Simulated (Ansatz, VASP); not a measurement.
# PbSe in VASP and in Ansatz

The input INCAR:

```
SYSTEM = PbSe
  ALGO = Normal
  EDIFF = 1E-7
  ENCUT = 520
  GGA = PS
  ISIF = 2
  ISMEAR = -1
  LASPH = .True.
  LCHARG = .False.
  LREAL = .False.
  LWAVE = .False.
  NBANDS = 17
  NELM = 100
  PREC = Accurate
  SIGMA = 0.02
```

Contents of KPOINTS:

```
k-points
0
Gamma
  7 7 7
  0 0 0
```

Contents of POSCAR:

```
PbSe
1.0
    0.0000000000      3.1222074042      3.1222074042
    3.1222074042      0.0000000000      3.1222074042
    3.1222074042      3.1222074042      0.0000000000
Pb Se
1 1
Direct
    0.0000000000      0.0000000000      0.0000000000
    0.5000000000      0.5000000000      0.5000000000
```

Input for Ansatz:

```yaml
crystal:
  lattice:
    - [0.0, 3.1222074042, 3.1222074042]
    - [3.1222074042, 0.0, 3.1222074042]
    - [3.1222074042, 3.1222074042, 0.0]
  atoms:
    - { symbol: Pb, position: [0.0, 0.0, 0.0] }
    - { symbol: Se, position: [0.5, 0.5, 0.5] }
kpoints:
  mp_grid: { grid: [7, 7, 7] }
  band_path:
    path:
      - [0.0, 0.0, 0.0]
      - [0.5, 0.0, 0.5]
      - [0.625, 0.25, 0.625]
      - [0.375, 0.375, 0.75]
      - [0.0, 0.0, 0.0]
      - [0.5, 0.5, 0.5]
      - [0.5, 0.25, 0.75]
      - [0.5, 0.0, 0.5]
    npoints: 5
scf:
  occupations: { method: fermi_dirac, width: 0.02 }
hamiltonian:
  xc: pbesol
  pseudopotentials: { kind: all_electron, lapw: { basis_error: 0.0005 } }
output:
  forces: true
  stress: true
  eigenvalues: true
```

Change from the starting cell: volume scaled by 1.06.

Alike in both runs: task single point; functional PBEsol; k mesh 7 × 7 × 7; occupations fermi-dirac, width 0.02 eV; no spin polarisation.

|  | VASP | Ansatz |
| --- | --- | --- |
| version | VASP 6.6.1 | Ansatz 0.2.0 |
| potentials or method | VASP PAW PBE potentials, release 64 (Pb_d, Se), cutoff 520 eV | all-electron LAPW, scalar-relativistic |

```tsv
	VASP	Ansatz	Ansatz less VASP
pressure (GPa)	-3.2	-3.2	+0.01
```

VASP's potentials were made for PBE, not for PBEsol. Ansatz ran all-electron here, and VASP with PAW potentials.

Spin-orbit coupling is off throughout.
